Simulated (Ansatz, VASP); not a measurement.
# One calculation of Ir, two programs

INCAR

```
SYSTEM = Ir
PREC = Accurate
ENCUT = 600
EDIFF = 1E-7
ISMEAR = 0
SIGMA = 0.1
LREAL = .FALSE.
LASPH = .TRUE.
NELM = 80
ALGO = Fast
ISIF = 3
LWAVE = .FALSE.
LCHARG = .FALSE.
GGA = PS
IBRION = 2
NSW = 100
EDIFFG = -0.01
```

Contents of KPOINTS:

```
Automatic mesh
0
G
  12 12 18
  0 0 0
```

The input POSCAR:

```
Ir
1.0
    4.3161055301      0.0000000000      0.0000000000
   -2.1580527651      3.7378570345      0.0000000000
    0.0000000000      0.0000000000      2.6936149553
Ir
3
Direct
    0.0000000000      0.0000000000      0.0000000000
    0.3333333333      0.6666666667      0.5000000000
    0.6666666667      0.3333333333      0.5000000000
```

Input for Ansatz:

```yaml
crystal:
  lattice:
    - [4.3161055301, 0.0, 0.0]
    - [-2.1580527651, 3.7378570345, 0.0]
    - [0.0, 0.0, 2.6936149553]
  atoms:
    - { symbol: Ir, position: [0.0, 0.0, 0.0] }
    - { symbol: Ir, position: [0.3333333333, 0.6666666667, 0.5] }
    - { symbol: Ir, position: [0.6666666667, 0.3333333333, 0.5] }
basis:
  ecutwfc: 420
kpoints:
  mp_grid: { grid: [12, 12, 18] }
hamiltonian:
  xc: pbesol
scf:
  occupations: { method: gaussian, width: 0.1 }
output:
  forces: true
  stress: true
  eigenvalues: true
relax:
  adjacent_minimum: "off"
  f_tol: 0.01
  max_steps: 80
  cell: { stress_tol: 0.05 }
```

Alike in both runs: task relaxation of cell and atoms; functional PBEsol; k mesh 12 × 12 × 18; occupations gaussian, width 0.1 eV; no spin polarisation.

```csv
,VASP,Ansatz
version,VASP 6.6.1,Ansatz 0.2.0
potentials or method,"VASP PAW PBE potentials, release 64 (Ir), cutoff 600 eV","scalar-relativistic, plane waves, PAW"
valence electrons in the cell,27,51
```

```csv
,VASP,Ansatz,Ansatz less VASP
"gap on the k mesh at the Fermi level, each at its own relaxed structure (eV)",none,none,-
relaxed volume (Å³/atom),14.52,14.48,-0.037
relaxed cell length with the largest relative difference (Å),4.340,4.336,-0.0042
```

VASP's potentials were made for PBE, not for PBEsol. A gap of «none» marks a metal or a gap that the smearing closes. VASP's potentials hold 27 valence electrons a cell and Ansatz's 51, so a difference there can come from the potentials and not from the codes.

Neither program's run includes spin-orbit coupling.
